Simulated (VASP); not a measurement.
A run of VASP 6.6.1 is set up as follows.

File INCAR:

```
ALGO = Normal
EDIFF = 1E-6
ENCUT = 520
GGA = PE
ISIF = 2
ISMEAR = -1
LASPH = T
LCHARG = F
LREAL = F
LWAVE = F
NBANDS = 16
NELM = 60
PREC = Accurate
SIGMA = 0.08
```

KPOINTS

```
k-points
0
Gamma
  12 12 12
```

Contents of POSCAR:

```
CoSi2
1.0
    0.0000000000      2.3782417273      2.3782417273
    2.3782417273      0.0000000000      2.3782417273
    2.3782417273      2.3782417273      0.0000000000
Co Si
1 2
Direct
    0.0000000000      0.0000000000      0.0000000000
    0.2500000000      0.2500000000      0.2500000000
    0.7500000000      0.7500000000      0.7500000000
```

Potentials or basis: VASP PAW PBE potentials, release 64 (Co, Si).

Command:

```bash
$ cat potpaw_PBE.64/Co/POTCAR potpaw_PBE.64/Si/POTCAR > POTCAR
$ mpirun -np 1 vasp_std > vasp.out
```

Q: What does it give for the pressure?

A: 140.5 GPa.

Spin polarisation is off, so any magnetic state and its effect on volume and gap are missing.
